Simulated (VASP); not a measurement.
# Se (Pm-3m) in VASP: a series of runs, part 2 of 2

VASP 6.6.1.

**3. Single point, revPBE**

This run uses another cell than the first one, of 23.11 Å³/atom, 1.042 times its volume.

INCAR

```
SYSTEM = Se
PREC     = Accurate       ! precision mode
ENCUT    = 520            ! plane-wave cutoff, eV
EDIFF    = 1E-7           ! SCF threshold, eV
ISMEAR   = -1             ! smearing method
SIGMA    = 0.1            ! smearing width, eV
LREAL    = .FALSE.        ! projectors in reciprocal space
LASPH    = .TRUE.         ! aspherical terms in the spheres
NELM     = 60             ! most SCF steps
ALGO     = Normal         ! electronic algorithm
ISIF     = 2              ! what is computed and relaxed
LWAVE    = .FALSE.        ! write WAVECAR
LCHARG   = .TRUE.         ! write CHGCAR
GGA      = RE             ! functional
LELF     = .TRUE.         ! ELF
LVHAR    = .TRUE.       
NBANDS   = 9              ! bands
```

KPOINTS

```
regular mesh
0
G
  12 12 12
  0 0 0
```

POSCAR

```
Se
1.0
    2.8483946859      0.0000000000      0.0000000000
    0.0000000000      2.8483946859      0.0000000000
    0.0000000000      0.0000000000      2.8483946859
Se
1
Direct
    0.0000000000      0.0000000000      0.0000000000
```

Potentials or basis: VASP PAW PBE potentials, release 64 (Se).

Command:

```sh
cat potpaw_PBE.64/Se/POTCAR > POTCAR
mpirun -np 1 vasp_std > vasp.out
```

OUTCAR:

```text
SYSTEM = Se
   PREC = Accurate
   ENCUT = 520
   EDIFF = 1E-7
   ISMEAR = -1
   LREAL = .FALSE.
   LASPH = .TRUE.
   NELM = 60
   ISIF = 2
   GGA = RE

 ion  position               nearest neighbor table
   1  0.000  0.000  0.000-

  LATTYP: Found a simple cubic cell.
 ALAT       =     2.8483946859

  Lattice vectors:

 A1 = (   2.8483946859,   0.0000000000,   0.0000000000)
 A2 = (   0.0000000000,   2.8483946859,   0.0000000000)
 A3 = (   0.0000000000,   0.0000000000,   2.8483946859)

Analysis of symmetry for initial positions (statically):
=====================================================================
 Subroutine PRICEL returns:
 Original cell was already a primitive cell.

 Routine SETGRP: Setting up the symmetry group for a
 simple cubic supercell.

 Subroutine GETGRP returns: Found 48 space group operations
 (whereof 48 operations were pure point group operations)
 out of a pool of 48 trial point group operations.

The static configuration has the point symmetry O_h .

Analysis of symmetry for dynamics (positions and initial velocities):
=====================================================================
 Subroutine PRICEL returns:
 Original cell was already a primitive cell.

 Routine SETGRP: Setting up the symmetry group for a
 simple cubic supercell.

 Subroutine GETGRP returns: Found 48 space group operations
 (whereof 48 operations were pure point group operations)
 out of a pool of 48 trial point group operations.

The dynamic configuration has the point symmetry O_h .

 Subroutine INISYM returns: Found 48 space group operations
 (whereof 48 operations are pure point group operations),
 and found     1 'primitive' translations

----------------------------------------------------------------------------------------

                                     Primitive cell

[... 103 lines left out ...]
   ISMEAR =    -1;   SIGMA  =   0.10  broadening in eV -4-tet -1-fermi 0-gaus
   EFERMI_NEDOS =   21; number of points for ismear=-14 and -15
   IALGO  =     38    algorithm
   IMIX   =      4    mixing-type and parameters
     AMIX     =   0.40;   BMIX     =  1.00
     AMIX_MAG =   1.60;   BMIX_MAG =  1.00
  volume/ion in A,a.u.               =      23.11       155.95
  Fermi-wavevector in a.u.,A,eV,Ry     =   1.044380  1.973591 14.840268  1.090729
  Thomas-Fermi vector in A             =   2.179130
   LORBIT       =      0    0 simple, 1 ext, 2 COOP (PROOUT), +10 PAW based schemes
   GGA     = RE    functional components
   LHFCALC =     F    Hartree Fock is set to
   AEXX    =    0.0000 exact exchange contribution
   IVDW    =     0    specifies the selected vdW correction
   LEPSILON=     F    determine dielectric tensor
   LRPA    =     F    only Hartree local field effects (RPA)
 non-spin polarized calculation
  energy-cutoff  :      520.00
  volume of cell :       23.11
 maximum number of plane-waves:       635
 NGX is ok and might be reduce to    24
   NGX = 11   NGY = 11   NGZ = 11

 number of electron       5.9999999 magnetization

 Free energy of the ion-electron system (eV)
  ---------------------------------------------------
  ext. energy  EPLUGINS =         0.00000000
  ---------------------------------------------------
  free energy    TOTEN  =        -2.99452805 eV

  energy without entropy =       -2.97649578  energy(sigma->0) =       -2.98551191

 E-fermi :   4.5094     XC(G=0):  -9.7371

 val. band max:        4.4826982133   @ k =   0.4167   0.1667   0.0000
 cond. band min:       4.5138374794   @ k =   0.3333   0.1667   0.1667
 fundamental gap:      0.0311392660
 Fermi energy:         4.5093670851

 k-point     1 :       0.0000    0.0000    0.0000
  band No.  band energies     occupation
      1     -11.3304      2.00000
      2       5.8585      0.00000
      3       5.8585      0.00000
      4       5.8585      0.00000
      5      12.2924      0.00000
      6      12.2924      0.00000
      7      12.3748      0.00000
      8      26.4174      0.00000
      9      26.4174      0.00000
[... 265 lines left out ...]
 k-point    24 :       0.4167    0.3333    0.0000
  band No.  band energies     occupation
      1      -8.2346      2.00000
      2      -0.5462      2.00000
      3       1.0166      2.00000
      4       7.9867      0.00000
      5       9.6224      0.00000
      6      16.3553      0.00000
      7      19.6919      0.00000
      8      20.9631      0.00000
      9      21.1903      0.00000

 [... further k-points ...]
[... 5 lines left out ...]
  --------------------------------------------------------------------------------------
  -------------------------------------------------------------------------------------
  Total        0.0111859      0.0111859      0.0111859      0.0000000     -0.0000000      0.0000000
  in kB        0.7754972      0.7754972      0.7754972      0.0000000     -0.0000000      0.0000000
  external PRESSURE =       0.7754972 kB  Pullay stress =       0.0000000 kB

 VOLUME and BASIS-vectors are now :
 -----------------------------------------------------------------------------
  energy-cutoff  :      520.00
  volume of cell :       23.11
      direct lattice vectors                 reciprocal lattice vectors
     2.848394686  0.000000000  0.000000000     0.351074942  0.000000000  0.000000000
     0.000000000  2.848394686  0.000000000     0.000000000  0.351074942  0.000000000
     0.000000000  0.000000000  2.848394686     0.000000000  0.000000000  0.351074942

 POSITION                                       TOTAL-FORCE (eV/Angst)
 -----------------------------------------------------------------------------------
      0.00000      0.00000      0.00000         0.000000      0.000000      0.000000
 -----------------------------------------------------------------------------------
    total drift:                                0.000000      0.000000      0.000000

  FREE ENERGIE OF THE ION-ELECTRON SYSTEM (eV)
  ---------------------------------------------------
  free  energy   TOTEN  =        -2.9945280516 eV

  energy  without entropy=       -2.9764957771  energy(sigma->0) =       -2.98551191
```

OSZICAR:

```text
N       E                     dE             d eps       ncg     rms          rms(c)
DAV:   1     0.113909710785E+02    0.11391E+02   -0.28602E+03  1512   0.571E+02
DAV:   2    -0.256727946647E+01   -0.13958E+02   -0.13387E+02  1975   0.768E+01
DAV:   3    -0.298572168417E+01   -0.41844E+00   -0.41534E+00  1791   0.122E+01
DAV:   4    -0.298710992817E+01   -0.13882E-02   -0.13882E-02  2099   0.723E-01
DAV:   5    -0.298711119643E+01   -0.12683E-05   -0.12687E-05  1855   0.194E-02    0.353E+00
DAV:   6    -0.299116929896E+01   -0.40581E-02   -0.15267E-03  1708   0.252E-01    0.211E+00
DAV:   7    -0.299439496249E+01   -0.32257E-02   -0.35603E-03  1565   0.381E-01    0.563E-02
DAV:   8    -0.299451697209E+01   -0.12201E-03   -0.19595E-04  1675   0.916E-02    0.672E-03
DAV:   9    -0.299452480405E+01   -0.78320E-05   -0.65524E-06  1786   0.163E-02    0.577E-03
DAV:  10    -0.299452804945E+01   -0.32454E-05   -0.80929E-06  1604   0.156E-02    0.225E-03
DAV:  11    -0.299452805157E+01   -0.21269E-08   -0.10701E-07  1737   0.187E-03
   1 F= -.29945281E+01 E0= -.29855119E+01  d E =-.180323E-01
```

Run time: 26 s. Hardware: 1 thread of Intel Xeon 8259CL, shared host; peak memory 0.14 GiB.

What came out:

```yaml
Free_energy: -2.9945 eV
Pressure: 0.1 GPa
Band_gap_on_the_k_mesh: zero (band 3 reaches 7.22 eV, above the bottom of band 4 at 1.26 eV)
```

Caveat: the PAW data sets were made with another functional, which shifts forces and pressure a little.
